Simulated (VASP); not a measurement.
The system is PbSe (Clausthalite).

```
Pb Se
1.0
     0.00000    3.10093    3.10093
     3.10093    0.00000    3.10093
     3.10093    3.10093    0.00000
Pb Se
1 1
Direct
  0.00000 0.00000 0.00000
  0.50000 0.50000 0.50000
```

Base run:

| Quantity | Value |
| --- | --- |
| Program | VASP 6.6.1 |
| Functional | PBE exchange alone |
| Potentials or basis | VASP PAW PBE potentials, release 64 (Pb_d, Se) |
| Cutoff | 520 eV |
| k mesh | 8 × 8 × 8 |
| Occupations | fermi-dirac, width 0.05 eV |
| Spin | no spin polarisation |

Its results: band gap on the k mesh 0.53 eV, direct; pressure 8.7 GPa.

Question: After a change of settings the same cell gave: band gap on the k mesh 0.73 eV, direct; pressure -0.7 GPa. Which change was it?
A. functional from PBE exchange alone to PBE-based screened hybrid; k mesh from 8 × 8 × 8 to 4 × 4 × 4
B. functional from PBE exchange alone to RPBE
C. functional from PBE exchange alone to BLYP; dispersion from none to D4
D. functional from PBE exchange alone to PBEsol; further incar settings from ALGO = Normal; EDIFF = 1e-06; NBANDS = 17 to ALGO = Normal; EDIFF = 1e-07; NBANDS = 17

Answer: A.

Caveats: some runs use coarse meshes; spin-orbit coupling is left out, which moves the levels of the heavy elements; the PAW data sets were made with another functional, which shifts forces and pressure a little (some runs).
